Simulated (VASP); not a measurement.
**W: single point with LDA**

W:

```
W
1.0
     0.00000    2.03000    2.03000
     2.03000    0.00000    2.03000
     2.03000    2.03000    0.00000
W
1
Direct
  0.00000 0.00000 0.00000
```

* Program: VASP 6.6.1
* Task: single point
* Functional: LDA
* Potentials or basis: VASP PAW LDA potentials, release 64 (W_sv)
* Cutoff: 520 eV
* k mesh: 12 × 12 × 12
* Occupations: fermi-dirac, width 0.08 eV
* Spin: collinear spin, ferromagnetic start
* Starting moments: [1.0] μB

```
Pressure                                              : -16.8 GPa
Band gap on the k mesh                                : zero (filled and empty bands overlap)
Net moment                                            : 0.00 μB per cell
Valence electrons inside the program's atomic spheres : W 12.02
```

Levels at points of the mesh, in eV from the Fermi level:
Spin up:
```
           k point  band 5  band 6  band 7  band 8  band 9  band 10
(0.00, 0.00, 0.00)   -8.83   -0.58   -0.58   -0.58    2.42     2.42
(0.50, 0.00, 0.00)   -5.49   -0.81   -0.81    0.71    4.86     4.86
(0.50, 0.50, 0.00)   -5.37   -4.42    3.06    4.80    5.58     5.58
```
Spin down:
| k point | band 3 | band 4 | band 5 | band 6 | band 7 | band 8 | band 9 | band 10 | band 11 | band 12 |
| --- | --- | --- | --- | --- | --- | --- | --- | --- | --- | --- |
| (0.00, 0.00, 0.00) | -37.17 | -37.17 | -8.83 | -0.58 | -0.58 | -0.58 | 2.42 | 2.42 | 12.83 | 17.88 |
| (0.50, 0.00, 0.00) | -37.32 | -37.32 | -5.49 | -0.81 | -0.81 | 0.71 | 4.86 | 4.86 | 9.98 | 12.46 |
| (0.50, 0.50, 0.00) | -37.57 | -37.57 | -5.37 | -4.42 | 3.06 | 4.80 | 5.58 | 5.58 | 11.62 | 11.62 |

It took 29 s on 1 thread of Intel(R) Xeon(R) Platinum 8488C (Sapphire Rapids) (shared host), peak memory 0.16 GiB.

Caveat: spin-orbit coupling is left out, which moves the levels of the heavy elements.
